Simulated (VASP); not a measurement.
# ZnCu (Amm2) in VASP: single point with PBEsol

Aim: the single point of ZnCu with PBEsol.

All numbers are computed with VASP 6.6.1; they aren't measurements. Logs are shortened: lines on timing, memory, paths and dates and some standing lists are left out, and cuts for length are marked.

### Step 1. The cell of the first run

Symmetry: Amm2, No. 38, orthorhombic system. Conventional cell: a = 4.141 Å, b = 2.976 Å, c = 4.243 Å, α = 90.00°, β = 90.00°, γ = 90.00°. Zn (site symmetry mm2) has 8 Cu at 2.56 to 3.15 Å and 6 Zn at 2.59 to 2.98 Å within 3.4 Å. Within 3.4 Å of Cu (site symmetry mm2) lie 8 Zn at 2.56 to 3.15 Å and 6 Cu at 2.59 to 2.98 Å.

### Step 2. Single point, PBEsol (all Cu atoms moved -0.250 Å, as atom 2 along Cartesian [0 1 0])

Input file INCAR:

```
SYSTEM = ZnCu
  ALGO = Fast
  EDIFF = 1E-7
  ENCUT = 520
  GGA = PS
  ISIF = 2
  ISMEAR = 0
  LASPH = .True.
  LCHARG = .False.
  LREAL = .False.
  LWAVE = .False.
  NBANDS = 18
  NELM = 100
  PREC = Accurate
  SIGMA = 0.15
```

Input file KPOINTS:

```
k-points
0
Gamma
  20 20 12
  0 0 0
```

Input file POSCAR:

```
ZnCu
1.0
    1.4880390000     -2.1212790000      0.0000000000
    1.4880390000      2.1212790000      0.0000000000
    0.0000000000      0.0000000000      4.1407460000
Zn Cu
1 1
Direct
    0.5000000000      0.5000000000      0.5000000000
    0.0589267136     -0.0589267136      0.0000000000
```

Potentials or basis: VASP PAW PBE potentials, release 64 (Zn, Cu).

Started as:

```sh
cat potpaw_PBE.64/Zn/POTCAR potpaw_PBE.64/Cu/POTCAR > POTCAR
mpirun -np 1 vasp_std > vasp.out
```

OUTCAR:

```text
SYSTEM = ZnCu
   EDIFF = 1E-7
   ENCUT = 520
   GGA = PS
   ISIF = 2
   ISMEAR = 0
   LASPH = .True.
   LREAL = .False.
   NELM = 100
   PREC = Accurate

 ion  position               nearest neighbor table
   1  0.500  0.500  0.500-   2 2.56   2 2.56   2 2.56   2 2.56   2 2.79   2 2.79
   2  0.059  0.941  0.000-   1 2.56   1 2.56   1 2.56   1 2.56   1 2.79   1 2.79

  LATTYP: Found a base centered orthorhombic cell.
 ALAT       =     2.9760780000
 B/A-ratio  =     1.4255533625
 C/A-ratio  =     1.3913432376

  Lattice vectors:

 A1 = (   1.4880390000,  -2.1212790000,   0.0000000000)
 A2 = (   1.4880390000,   2.1212790000,   0.0000000000)
 A3 = (   0.0000000000,   0.0000000000,   4.1407460000)

Analysis of symmetry for initial positions (statically):
=====================================================================
 Subroutine PRICEL returns:
 Original cell was already a primitive cell.

 Routine SETGRP: Setting up the symmetry group for a
 base centered orthorhombic supercell.

 Subroutine GETGRP returns: Found  4 space group operations
 (whereof  4 operations were pure point group operations)
 out of a pool of  8 trial point group operations.

The static configuration has the point symmetry C_2v.

Analysis of symmetry for dynamics (positions and initial velocities):
=====================================================================
 Subroutine PRICEL returns:
 Original cell was already a primitive cell.

 Routine SETGRP: Setting up the symmetry group for a
 base centered orthorhombic supercell.

 Subroutine GETGRP returns: Found  4 space group operations
 (whereof  4 operations were pure point group operations)
 out of a pool of  8 trial point group operations.

The dynamic configuration has the point symmetry C_2v.

 Subroutine INISYM returns: Found  4 space group operations
 (whereof  4 operations are pure point group operations),
 and found     1 'primitive' translations

----------------------------------------------------------------------------------------

                                     Primitive cell

  volume of cell :      26.1409

  direct lattice vectors                    reciprocal lattice vectors
     1.488039000 -2.121279000  0.000000000     0.336012699 -0.235706854  0.000000000
     1.488039000  2.121279000  0.000000000     0.336012699  0.235706854  0.000000000
[... 77 lines left out ...]
   ISTART =      0    job   : 0-new  1-cont  2-samecut
   ICHARG =      2    charge: 1-file 2-atom 10-const
   ISPIN  =      1    spin polarized calculation?
   LNONCOLLINEAR =      F non collinear calculations
   LSORBIT =      F    spin-orbit coupling
   LASPH  =      T    aspherical Exc in radial PAW
   ENCUT  =  520.0 eV  38.22 Ry    6.18 a.u.   4.82  4.82  7.70*2*pi/ulx,y,z
   NELM   =    100;   NELMIN=  2; NELMDL= -5     # of ELM steps
   EDIFF  = 0.1E-06   stopping-criterion for ELM
   LREAL  =      F    real-space projection
   EDIFFG = 0.1E-05   stopping-criterion for IOM
   NSW    =      0    number of steps for IOM
   IBRION =     -1    ionic relax: 0-MD 1-quasi-New 2-CG
   NFREE  =      0    steps in history (QN), initial steepest desc. (CG)
   ISIF   =      2    stress and relaxation
   ISYM   =      2    0-nonsym 1-usesym 2-fastsym
   POTIM  = 0.5000    time-step for ionic-motion
   TEBEG  =    0.0;   TEEND  =   0.0 temperature during run
   PSTRESS=    0.0 pullay stress
   NELECT =      23.0000    total number of electrons
   NUPDOWN=      -1.0000    fix difference up-down
   EMIN   =  10.00;   EMAX   =-10.00  energy-range for DOS
   EFERMI =   0.00;   METHOD = LEGACY
   ISMEAR =     0;   SIGMA  =   0.15  broadening in eV -4-tet -1-fermi 0-gaus
   EFERMI_NEDOS =   21; number of points for ismear=-14 and -15
   IALGO  =     68    algorithm
   IMIX   =      4    mixing-type and parameters
     AMIX     =   0.40;   BMIX     =  1.00
     AMIX_MAG =   1.60;   BMIX_MAG =  1.00
  volume/ion in A,a.u.               =      13.07        88.20
  Fermi-wavevector in a.u.,A,eV,Ry     =   1.568714  2.964440 33.482099  2.460865
  Thomas-Fermi vector in A             =   2.670704
   LORBIT       =      0    0 simple, 1 ext, 2 COOP (PROOUT), +10 PAW based schemes
   GGA     = PS    functional components
   LHFCALC =     F    Hartree Fock is set to
   AEXX    =    0.0000 exact exchange contribution
   IVDW    =     0    specifies the selected vdW correction
   LEPSILON=     F    determine dielectric tensor
   LRPA    =     F    only Hartree local field effects (RPA)
 non-spin polarized calculation
 RMM-DIIS sequential band-by-band and
 Gauss-broadening in eV      SIGMA  =   0.15
  energy-cutoff  :      520.00
  volume of cell :       26.14
 maximum number of plane-waves:       728
   NGX =  9   NGY =  9   NGZ = 15

 number of electron      22.9999978 magnetization

 Free energy of the ion-electron system (eV)
  ---------------------------------------------------
  ext. energy  EPLUGINS =         0.00000000
  ---------------------------------------------------
  free energy    TOTEN  =        -5.98724522 eV

  energy without entropy =       -5.98047307  energy(sigma->0) =       -5.98385914

 E-fermi :   5.1255     XC(G=0): -12.4345

 val. band max:        5.1211674162   @ k =   0.3000   0.2500   0.4167
 cond. band min:       5.1298817587   @ k =  -0.4500   0.0500   0.0000
 fundamental gap:      0.0087143424
 Fermi energy:         5.1254992735

 k-point     1 :       0.0000    0.0000    0.0000
  band No.  band energies     occupation
      1      -5.1247      2.00000
      2      -2.8983      2.00000
      3      -2.7611      2.00000
      4      -2.0533      2.00000
      5      -2.0417      2.00000
      6      -1.8571      2.00000
[... 481 lines left out ...]
      5      -1.9652      2.00000
      6      -1.6036      2.00000
[... 10 lines left out ...]
     17      18.8118      0.00000
     18      21.4024      0.00000

 [... further k-points ...]
[... 5 lines left out ...]
  --------------------------------------------------------------------------------------
  -------------------------------------------------------------------------------------
  Total       -0.9066876     -0.9643804     -1.0752232      0.0000000      0.0000000      0.0000000
  in kB      -55.5709193    -59.1069126    -65.9004683      0.0000000      0.0000000      0.0000000
  external PRESSURE =     -60.1927667 kB  Pullay stress =       0.0000000 kB

 VOLUME and BASIS-vectors are now :
 -----------------------------------------------------------------------------
  energy-cutoff  :      520.00
  volume of cell :       26.14
      direct lattice vectors                 reciprocal lattice vectors
     1.488039000 -2.121279000  0.000000000     0.336012699 -0.235706854  0.000000000
     1.488039000  2.121279000  0.000000000     0.336012699  0.235706854  0.000000000
     0.000000000  0.000000000  4.140746000     0.000000000  0.000000000  0.241502377

 POSITION                                       TOTAL-FORCE (eV/Angst)
 -----------------------------------------------------------------------------------
      1.48804      0.00000      2.07037         0.000000      0.028269      0.000000
      1.48804      1.87128      0.00000         0.000000     -0.028269      0.000000
 -----------------------------------------------------------------------------------
    total drift:                                0.000000      0.001314      0.000000

  FREE ENERGIE OF THE ION-ELECTRON SYSTEM (eV)
  ---------------------------------------------------
  free  energy   TOTEN  =        -5.9872452234 eV

  energy  without entropy=       -5.9804730654  energy(sigma->0) =       -5.98385914
```

OSZICAR:

```text
N       E                     dE             d eps       ncg     rms          rms(c)
DAV:   1     0.112632246754E+03    0.11263E+03   -0.10512E+04 29310   0.206E+03
DAV:   2    -0.253533197578E+01   -0.11517E+03   -0.11039E+03 28064   0.299E+02
DAV:   3    -0.720922117909E+01   -0.46739E+01   -0.46272E+01 31932   0.752E+01
DAV:   4    -0.724581412206E+01   -0.36593E-01   -0.36580E-01 32838   0.611E+00
DAV:   5    -0.724630582141E+01   -0.49170E-03   -0.49168E-03 32084   0.730E-01    0.997E+00
RMM:   6    -0.712803019215E+01    0.11828E+00   -0.10162E+01 32500   0.504E+01    0.716E+00
RMM:   7    -0.599860680377E+01    0.11294E+01   -0.24864E+00 31646   0.247E+01    0.230E+00
RMM:   8    -0.599297000720E+01    0.56368E-02   -0.35758E-02 32435   0.306E+00    0.107E+00
RMM:   9    -0.598856533793E+01    0.44047E-02   -0.18360E-02 33672   0.197E+00    0.297E-01
RMM:  10    -0.598716727609E+01    0.13981E-02   -0.54959E-03 33664   0.912E-01    0.621E-02
RMM:  11    -0.598731093436E+01   -0.14366E-03   -0.14122E-03 34619   0.545E-01    0.101E-01
RMM:  12    -0.598723229247E+01    0.78642E-04   -0.81530E-04 36600   0.326E-01    0.327E-02
RMM:  13    -0.598724745532E+01   -0.15163E-04   -0.21452E-04 35867   0.137E-01    0.160E-02
RMM:  14    -0.598725664876E+01   -0.91934E-05   -0.33690E-05 36742   0.623E-02    0.276E-02
RMM:  15    -0.598724484523E+01    0.11804E-04   -0.40614E-05 34334   0.975E-02    0.617E-03
RMM:  16    -0.598724515546E+01   -0.31023E-06   -0.55523E-06 34190   0.192E-02    0.103E-03
RMM:  17    -0.598724522337E+01   -0.67916E-07   -0.52645E-07 29717   0.722E-03
   1 F= -.59872452E+01 E0= -.59838591E+01  d E =-.677216E-02
```

stdout:

```text
POSCAR found type information on POSCAR ZnCu
 POSCAR found :  2 types and       2 ions
 scaLAPACK will be used
 -----------------------------------------------------------------------------
|                                                                             |
|                                                                             |
|     You enforced a specific xc type in the INCAR file but a different       |
|     I HOPE YOU KNOW WHAT YOU ARE DOING!                                     |
|                                                                             |
 -----------------------------------------------------------------------------

 LDA part: xc-table for (Slater+PW92), standard interpolation
 POSCAR, INCAR and KPOINTS ok, starting setup
 FFT: planning ... GRIDC
 FFT: planning ... GRID_SOFT
 FFT: planning ... GRID
 WAVECAR not read
 entering main loop
WARNING in EDDRMM: call to ZHEGV failed, returncode =   8  4     16
WARNING in EDDRMM: call to ZHEGV failed, returncode =   8  4     17
WARNING in EDDRMM: call to ZHEGV failed, returncode =   8  4     17
```

Wall time 9.3 min (1 thread of Oxide Virtual Turin-like, shared host); peak memory 0.42 GiB.

Results:

```
Free energy   : -5.9872 eV
Pressure      : -6.0 GPa
Largest force : 0.028 eV/Å
```

Forces in eV/Å, atoms in the order of the input:
```
Zn   0.000  0.028  0.000
Cu   0.000 -0.028  0.000
```

Stress tensor (GPa, compression positive):
```
-5.56  0.00  0.00
 0.00 -5.91  0.00
 0.00  0.00 -6.59
```

Caveat: the cell differs from its parent crystal (all Cu atoms moved -0.250 Å, as atom 2 along Cartesian [0 1 0]); the PAW data sets were made with another functional, which shifts forces and pressure a little.
